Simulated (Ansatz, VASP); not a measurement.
**Nb in VASP and in Ansatz**

```xyz
1
Lattice="0.0000 2.0304 2.1996 2.0304 0.0000 2.1996 2.0304 2.0304 0.0000" Properties=species:S:1:pos:R:3 pbc="T T T"
Nb    0.0000    0.0000    0.0000
```

Change from the starting cell: strain -0.040 along x and y, +0.040 along z, atoms carried along.

Alike in both runs: task single point; functional r2SCAN; k mesh 20 × 20 × 20; occupations gaussian, width 0.15 eV; no spin polarisation.

```csv
,VASP,Ansatz
version,VASP 6.6.1,Ansatz 0.2.0
potentials or method,"VASP PAW PBE potentials, release 64 (Nb_sv), cutoff 520 eV","scalar-relativistic, plane waves, PAW"
valence electrons in the cell,13,13
```

```csv
,VASP,Ansatz,Ansatz less VASP
gap on the k mesh at the Fermi level (eV),none,none,-
pressure (GPa),3.9,4.1,+0.21
"traceless stress, the component that is largest in VASP (GPa)",10.83,10.86,+0.038
```

VASP's potentials were made for PBE, not for r2SCAN. A gap of «none» marks a metal or a gap that the smearing closes. The functional is the same, so the differences come from potentials, cutoffs and numerics.
